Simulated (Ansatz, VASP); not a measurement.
**Ni: VASP beside Ansatz**

```xyz
1
Lattice="0.0000 1.7376 1.7549 1.7376 0.0000 1.7549 1.7376 1.7376 0.0000" Properties=species:S:1:pos:R:3 pbc="T T T"
Ni    0.0000    0.0000    0.0000
```

Alike in both runs: task single point; functional PBEsol; k mesh 11 × 11 × 11; occupations fermi-dirac, width 0.05 eV; collinear spin.

|  | VASP | Ansatz |
| --- | --- | --- |
| version | VASP 6.6.1 | Ansatz 0.2.0 |
| potentials or method | VASP PAW PBE potentials, release 64 (Ni) | Ansatz PAW |
| plane-wave cutoff (eV) | 520 | 420 |
| valence electrons in the cell | 10 | 18 |

```tsv
	VASP	Ansatz	Ansatz less VASP
gap on the k mesh at the Fermi level (eV)	none	none	-
pressure (GPa)	-4.8	-4.8	-0.04
traceless stress, the component that is largest in VASP (GPa)	-0.93	-0.96	-0.031
net moment per atom (μB)	0.57	0.58	+0.004
size of the moment on the site where the two differ most (μB)	0.58	0.61	+0.032
```

VASP's potentials were made for PBE, not for PBEsol. Site moments also hang on the region over which each program counts them. A gap of «none» marks a metal or a gap that the smearing closes. VASP's potentials hold 10 valence electrons a cell and Ansatz's 18, so a difference there can come from the potentials and not from the codes.
